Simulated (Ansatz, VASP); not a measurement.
# Mg2Sn: VASP beside Ansatz

File INCAR:

```
PREC = Accurate
ENCUT = 520
EDIFF = 1E-8
ISMEAR = -1
SIGMA = 0.08
LREAL = F
LASPH = T
NELM = 120
ALGO = Normal
ISIF = 2
LWAVE = F
LCHARG = F
LEFG = T
NBANDS = 16
GGA_COMPAT = F
```

File KPOINTS:

```
regular mesh
0
Gamma
  11 11 11
```

The input POSCAR:

```
Mg2Sn
1.0
    0.0000000000      3.3795000000      3.3795000000
    3.3795000000      0.0000000000      3.3795000000
    3.3795000000      3.3795000000      0.0000000000
Mg Sn
2 1
Direct
    0.2500000000      0.2500000000      0.2500000000
    0.7500000000      0.7500000000      0.7500000000
    0.0000000000      0.0000000000      0.0000000000
```

Input for Ansatz:

```yaml
crystal:
  lattice:
    - [0.0, 3.3795, 3.3795]
    - [3.3795, 0.0, 3.3795]
    - [3.3795, 3.3795, 0.0]
  atoms:
    - { symbol: Mg, position: [0.25, 0.25, 0.25] }
    - { symbol: Mg, position: [0.75, 0.75, 0.75] }
    - { symbol: Sn, position: [0.0, 0.0, 0.0] }
kpoints:
  mp_grid: { grid: [11, 11, 11] }
  band_path:
    path:
      - [0.0, 0.0, 0.0]
      - [0.5, 0.0, 0.5]
      - [0.625, 0.25, 0.625]
      - [0.375, 0.375, 0.75]
      - [0.0, 0.0, 0.0]
      - [0.5, 0.5, 0.5]
      - [0.5, 0.25, 0.75]
      - [0.5, 0.0, 0.5]
    npoints: 14
scf:
  occupations: { method: fermi_dirac, width: 0.08 }
hamiltonian:
  xc: lda
  pseudopotentials: { kind: paw }
output:
  forces: true
  stress: true
  eigenvalues: true
  efg: { contact_densities: true }
  populations: true
  bader: true
  dos: { projected: true, de: 0.2, e_range: [-14, 8] }
  write_density: true
  write_potential: true
  elf: true
  volumetric_format: npy
```

Alike in both runs: task electric field gradients; functional LDA; k mesh 11 × 11 × 11; occupations fermi-dirac, width 0.08 eV; no spin polarisation.

|  | VASP | Ansatz |
| --- | --- | --- |
| version | VASP 6.6.1 | Ansatz 0.2.0 |
| potentials or method | VASP PAW LDA potentials, release 64 (Mg, Sn_d) | PAW with Ansatz's default frozen-core files, scalar-relativistic |
| plane-wave cutoff (eV) | 520 | 420 |
| valence electrons in the cell | 18 | 34 |

```tsv
	VASP	Ansatz	Ansatz less VASP
pressure (GPa)	-2.1	-1.8	+0.27
```

LDA's correlation is that of Perdew and Zunger in VASP and of Perdew and Wang (1992) in Ansatz. VASP's potentials hold 18 valence electrons a cell and Ansatz's 34, so a difference there can come from the potentials and not from the codes.
